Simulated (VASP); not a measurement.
# TiAl3 (Pm) in VASP: notebook

Runs on TiAl3. Level: PBEsol. Tasks: single point.

Everything below comes from runs of VASP 6.6.1. Logs are shortened: lines on timing, memory, paths and dates and some standing lists are left out, and cuts for length are marked.

## Step 1: The cell of the first run

It takes space group Pm (No. 6, monoclinic). Conventional cell: a = 2.781 Å, b = 4.671 Å, c = 4.893 Å, α = 90.00°, β = 90.00°, γ = 90.00°. Within 3.6 Å of Ti (site symmetry m) lie 10 Al at 2.73 to 2.93 Å and 2 Ti at 2.78 Å. Within 3.6 Å of Al (site symmetry m) lie 4 Ti at 2.73 to 2.91 Å and 8 Al at 2.78 to 2.85 Å. Within 3.6 Å of Al (site symmetry m) lie 4 Ti at 2.76 to 2.93 Å and 8 Al at 2.78 to 2.84 Å. Al (site symmetry m) has 10 Al at 2.78 to 2.85 Å and 2 Ti at 2.83 Å within 3.7 Å.

## Step 2: Single point, PBEsol (atom 1 (Ti) moved +0.169 Å along Cartesian [1 0 0])

The input, INCAR:

```
PREC = Accurate ; ENCUT = 520
EDIFF = 1E-7 ; ISMEAR = 0
SIGMA = 0.15 ; LREAL = False
LASPH = True ; NELM = 60
ALGO = Fast ; ISIF = 2
LWAVE = False ; LCHARG = False
GGA = PS ; NBANDS = 18
```

The input, KPOINTS:

```
regular mesh
0
Gamma
  18 10 10
```

The input, POSCAR:

```
TiAl3
1.0
    2.7813912058      0.0000000000      0.0000000000
    0.0000000000      4.6710700323      0.0000000000
    0.0000000000      0.0000000000      4.8934030395
Ti Al
1 3
Direct
    0.0606890536      0.5000000000      0.1631682049
    0.5000000000      0.5000000000      0.6640465240
    0.5000000000      0.0000000000      0.3331101826
    0.0000000000      0.0000000000      0.8396740885
```

Potentials or basis: VASP PAW PBE potentials, release 64 (Ti_sv, Al).

Run with:

```sh
cat potpaw_PBE.64/Ti_sv/POTCAR potpaw_PBE.64/Al/POTCAR > POTCAR
mpirun -np 1 vasp_std > vasp.out
```

OUTCAR:

```text
PREC = Accurate
   ENCUT = 520
   EDIFF = 1E-7
   ISMEAR = 0
   LREAL = False
   LASPH = True
   NELM = 60
   ISIF = 2
   GGA = PS

 ion  position               nearest neighbor table
   1  0.061  0.500  0.163-   2 2.73   2 2.74   3 2.76   3 2.76   4 2.83   4 2.83   2 2.90   2 2.91
                             3 2.93   3 2.93
   2  0.500  0.500  0.664-   1 2.73   1 2.74   3 2.84   3 2.84   4 2.85   4 2.85   4 2.85   4 2.85
                             1 2.90   1 2.91
   3  0.500  0.000  0.333-   1 2.76   1 2.76   4 2.79   4 2.79   2 2.84   2 2.84   4 2.84   4 2.84
                             1 2.93   1 2.93
   4  0.000  0.000  0.840-   3 2.79   3 2.79   1 2.83   1 2.83   3 2.84   3 2.84   2 2.85   2 2.85
                             2 2.85   2 2.85

  LATTYP: Found a simple orthorhombic cell.
 ALAT       =     2.7813912058
 B/A-ratio  =     1.6794005901
 C/A-ratio  =     1.7593364893

  Lattice vectors:

 A1 = (   2.7813912058,   0.0000000000,   0.0000000000)
 A2 = (   0.0000000000,   4.6710700323,   0.0000000000)
 A3 = (   0.0000000000,   0.0000000000,   4.8934030395)

Analysis of symmetry for initial positions (statically):
=====================================================================
 Subroutine PRICEL returns:
 Original cell was already a primitive cell.

 Routine SETGRP: Setting up the symmetry group for a
 simple orthorhombic supercell.

 Subroutine GETGRP returns: Found  2 space group operations
 (whereof  2 operations were pure point group operations)
 out of a pool of  8 trial point group operations.

The static configuration has the point symmetry C_1h.

Analysis of symmetry for dynamics (positions and initial velocities):
=====================================================================
 Subroutine PRICEL returns:
 Original cell was already a primitive cell.

 Routine SETGRP: Setting up the symmetry group for a
 simple orthorhombic supercell.

 Subroutine GETGRP returns: Found  2 space group operations
 (whereof  2 operations were pure point group operations)
 out of a pool of  8 trial point group operations.

The dynamic configuration has the point symmetry C_1h.

 Subroutine INISYM returns: Found  2 space group operations
 (whereof  2 operations are pure point group operations),
 and found     1 'primitive' translations

----------------------------------------------------------------------------------------

                                     Primitive cell

  volume of cell :      63.5755

  direct lattice vectors                    reciprocal lattice vectors
     2.781391206  0.000000000  0.000000000     0.359532308  0.000000000  0.000000000
     0.000000000  4.671070032  0.000000000     0.000000000  0.214083710  0.000000000
     0.000000000  0.000000000  4.893403039     0.000000000  0.000000000  0.204356762

  length of vectors
     2.781391206  4.671070032  4.893403039     0.359532308  0.214083710  0.204356762

  position of ions in fractional coordinates (direct lattice)
     0.060689054  0.500000000  0.163168205
     0.500000000  0.500000000  0.664046524
     0.500000000  0.000000000  0.333110183
     0.000000000  0.000000000  0.839674088

  ion indices of the primitive-cell ions
   primitive index   ion index
                 1           1
                 2           2
                 3           3
                 4           4

----------------------------------------------------------------------------------------

 KPOINTS: regular mesh

Automatic generation of k-mesh.
 Grid dimensions read from file:
 generate k-points for:   18   10   10

 Generating k-lattice:

  Cartesian coordinates                     Fractional coordinates (reciprocal lattice)
     0.019974017  0.000000000  0.000000000     0.055555556  0.000000000  0.000000000
     0.000000000  0.021408371  0.000000000     0.000000000  0.100000000  0.000000000
     0.000000000  0.000000000  0.020435676     0.000000000  0.000000000  0.100000000

  Length of vectors
     0.019974017  0.021408371  0.020435676

  Shift w.r.t. Gamma in fractional coordinates (k-lattice)
     0.000000000  0.000000000  0.000000000

 Subroutine IBZKPT returns following result:
 ===========================================

 Found    552 irreducible k-points:

 Following reciprocal coordinates:
            Coordinates               Weight
  0.000000  0.000000  0.000000      1.000000
  0.055556  0.000000  0.000000      2.000000
  0.111111  0.000000  0.000000      2.000000
  0.166667  0.000000  0.000000      2.000000
  0.222222  0.000000  0.000000      2.000000
  0.277778  0.000000  0.000000      2.000000
[... 16 lines left out ...]
  0.111111  0.200000  0.000000      4.000000
  0.166667  0.200000  0.000000      4.000000
 [... further k-points ...]
   k-points           NKPTS =    552   k-points in BZ     NKDIM =    552   number of bands    NBANDS=     18
   number of dos      NEDOS =    301   number of ions     NIONS =      4
   total plane-waves  NPLWV =  31104
   dimension x,y,z NGX =    24 NGY =   36 NGZ =   36
   dimension x,y,z NGXF=    48 NGYF=   72 NGZF=   72
   ions per type =               1   3
   NGX,Y,Z   is equivalent  to a cutoff of  14.34, 12.81, 12.23 a.u.
   NGXF,Y,Z  is equivalent  to a cutoff of  28.69, 25.63, 24.46 a.u.
 SYSTEM =  unknown system
   PREC   = accura    normal or accurate (medium, high low for compatibility)
   ISTART =      0    job   : 0-new  1-cont  2-samecut
   ICHARG =      2    charge: 1-file 2-atom 10-const
   ISPIN  =      1    spin polarized calculation?
   LNONCOLLINEAR =      F non collinear calculations
   LSORBIT =      F    spin-orbit coupling
   LASPH  =      T    aspherical Exc in radial PAW
   ENCUT  =  520.0 eV  38.22 Ry    6.18 a.u.   5.17  8.69  9.10*2*pi/ulx,y,z
   NELM   =     60;   NELMIN=  2; NELMDL= -5     # of ELM steps
   EDIFF  = 0.1E-06   stopping-criterion for ELM
   LREAL  =      F    real-space projection
   EDIFFG = 0.1E-05   stopping-criterion for IOM
   NSW    =      0    number of steps for IOM
   IBRION =     -1    ionic relax: 0-MD 1-quasi-New 2-CG
   NFREE  =      0    steps in history (QN), initial steepest desc. (CG)
   ISIF   =      2    stress and relaxation
   ISYM   =      2    0-nonsym 1-usesym 2-fastsym
   POTIM  = 0.5000    time-step for ionic-motion
   TEBEG  =    0.0;   TEEND  =   0.0 temperature during run
   PSTRESS=    0.0 pullay stress
   NELECT =      21.0000    total number of electrons
   NUPDOWN=      -1.0000    fix difference up-down
   EMIN   =  10.00;   EMAX   =-10.00  energy-range for DOS
   EFERMI =   0.00;   METHOD = LEGACY
   ISMEAR =     0;   SIGMA  =   0.15  broadening in eV -4-tet -1-fermi 0-gaus
   EFERMI_NEDOS =   21; number of points for ismear=-14 and -15
   IALGO  =     68    algorithm
   IMIX   =      4    mixing-type and parameters
     AMIX     =   0.40;   BMIX     =  1.00
     AMIX_MAG =   1.60;   BMIX_MAG =  1.00
  volume/ion in A,a.u.               =      15.89       107.26
  Fermi-wavevector in a.u.,A,eV,Ry     =   1.131666  2.138538 17.424533  1.280667
  Thomas-Fermi vector in A             =   2.268365
   LORBIT       =      0    0 simple, 1 ext, 2 COOP (PROOUT), +10 PAW based schemes
   GGA     = PS    functional components
   LHFCALC =     F    Hartree Fock is set to
   AEXX    =    0.0000 exact exchange contribution
   IVDW    =     0    specifies the selected vdW correction
   LEPSILON=     F    determine dielectric tensor
   LRPA    =     F    only Hartree local field effects (RPA)
 non-spin polarized calculation
 RMM-DIIS sequential band-by-band and
 Gauss-broadening in eV      SIGMA  =   0.15
  energy-cutoff  :      520.00
  volume of cell :       63.58
 maximum number of plane-waves:      1736
 NGX is ok and might be reduce to    24
   NGX = 11   NGY = 17   NGZ = 19

 number of electron      21.0000000 magnetization

 Free energy of the ion-electron system (eV)
  ---------------------------------------------------
  ext. energy  EPLUGINS =         0.00000000
  ---------------------------------------------------
  free energy    TOTEN  =       -21.54016585 eV

  energy without entropy =      -21.51022022  energy(sigma->0) =      -21.52519304

 E-fermi :   8.2182     XC(G=0): -10.8091

 val. band max:        8.2174403800   @ k =   0.3889   0.1000   0.5000
 cond. band min:       8.2185363775   @ k =   0.1111   0.4000   0.4000
 fundamental gap:      0.0010959975
 Fermi energy:         8.2182123204

 k-point     1 :       0.0000    0.0000    0.0000
  band No.  band energies     occupation
      1     -47.9683      2.00000
      2     -24.4015      2.00000
      3     -24.4006      2.00000
      4     -23.9881      2.00000
      5      -2.0285      2.00000
      6       3.0211      2.00000
[... 10 lines left out ...]
     17      14.2922      0.00000
     18      14.5480      0.00000

 k-point     2 :       0.0556    0.0000    0.0000
  band No.  band energies     occupation
      1     -47.9662      2.00000
      2     -24.3995      2.00000
      3     -24.3986      2.00000
      4     -24.0047      2.00000
      5      -1.9683      2.00000
      6       3.0752      2.00000
[... 10 lines left out ...]
     17      14.2857      0.00000
     18      14.9758      0.00000

 k-point     3 :       0.1111    0.0000    0.0000
  band No.  band energies     occupation
      1     -47.9603      2.00000
      2     -24.3939      2.00000
      3     -24.3929      2.00000
      4     -24.0525      2.00000
      5      -1.7883      2.00000
      6       3.2370      2.00000
[... 10 lines left out ...]
     17      13.2584      0.00000
     18      14.4680      0.00000

 k-point     4 :       0.1667    0.0000    0.0000
  band No.  band energies     occupation
      1     -47.9512      2.00000
      2     -24.3853      2.00000
      3     -24.3841      2.00000
      4     -24.1250      2.00000
      5      -1.4897      2.00000
      6       3.5043      2.00000
[... 375 lines left out ...]
      4     -24.0047      2.00000
      5      -1.7021      2.00000
      6       2.2151      2.00000
[... 10 lines left out ...]
     17      14.7036      0.00000
     18      15.2105      0.00000

 k-point    23 :       0.1111    0.2000    0.0000
  band No.  band energies     occupation
      1     -47.9603      2.00000
      2     -24.3952      2.00000
      3     -24.3928      2.00000
      4     -24.0524      2.00000
      5      -1.5240      2.00000
      6       2.3762      2.00000
[... 10 lines left out ...]
     17      13.4953      0.00000
     18      15.1256      0.00000

 k-point    24 :       0.1667    0.2000    0.0000
  band No.  band energies     occupation
      1     -47.9512      2.00000
      2     -24.3865      2.00000
      3     -24.3840      2.00000
      4     -24.1250      2.00000
      5      -1.2286      2.00000
      6       2.6422      2.00000
[... 10 lines left out ...]
     17      12.5200      0.00000
     18      14.9709      0.00000

 [... further k-points ...]

------------------------ aborting loop because EDIFF is reached ----------------------------------------

  FORCE on cell =-STRESS in cart. coord.  units (eV):
  Direction    XX          YY          ZZ          XY          YZ          ZX
  --------------------------------------------------------------------------------------
  -------------------------------------------------------------------------------------
  Total       -0.0269810      0.1612796      0.3320260      0.0000000      0.0000000      0.4133673
  in kB       -0.6799529      4.0644397      8.3674508      0.0000000      0.0000000     10.4173510
  external PRESSURE =       3.9173125 kB  Pullay stress =       0.0000000 kB

 VOLUME and BASIS-vectors are now :
 -----------------------------------------------------------------------------
  energy-cutoff  :      520.00
  volume of cell :       63.58
      direct lattice vectors                 reciprocal lattice vectors
     2.781391206  0.000000000  0.000000000     0.359532308  0.000000000  0.000000000
     0.000000000  4.671070032  0.000000000     0.000000000  0.214083710  0.000000000
     0.000000000  0.000000000  4.893403039     0.000000000  0.000000000  0.204356762

 POSITION                                       TOTAL-FORCE (eV/Angst)
 -----------------------------------------------------------------------------------
      0.16880      2.33554      0.79845        -0.784621      0.000000     -0.067652
      1.39070      2.33554      3.24945         0.451725      0.000000     -0.016241
      1.39070      0.00000      1.63004         0.393792      0.000000      0.044862
      0.00000      0.00000      4.10886        -0.060896      0.000000      0.039031
 -----------------------------------------------------------------------------------
    total drift:                               -0.000067      0.000000      0.000052

  FREE ENERGIE OF THE ION-ELECTRON SYSTEM (eV)
  ---------------------------------------------------
  free  energy   TOTEN  =       -21.5401658516 eV

  energy  without entropy=      -21.5102202239  energy(sigma->0) =      -21.52519304
```

Wall time 10 min (1 thread of Intel Xeon 6975P-C (Granite Rapids), shared host); peak memory 0.65 GiB.

Results:

```
Free energy   : -21.5402 eV
Pressure      : 0.4 GPa
Largest force : 0.788 eV/Å
```

Forces in eV/Å, atoms in the order of the input:
```
Ti  -0.785  0.000 -0.068
Al   0.452  0.000 -0.016
Al   0.394  0.000  0.045
Al  -0.061  0.000  0.039
```

Stress tensor (GPa, compression positive):
```
-0.07  0.00  1.04
 0.00  0.41  0.00
 1.04  0.00  0.84
```

Caveat: the cell differs from its parent crystal (atom 1 (Ti) moved +0.169 Å along Cartesian [1 0 0]); the PAW data sets were made with another functional, which shifts forces and pressure a little.

[end of part 1 of 3]
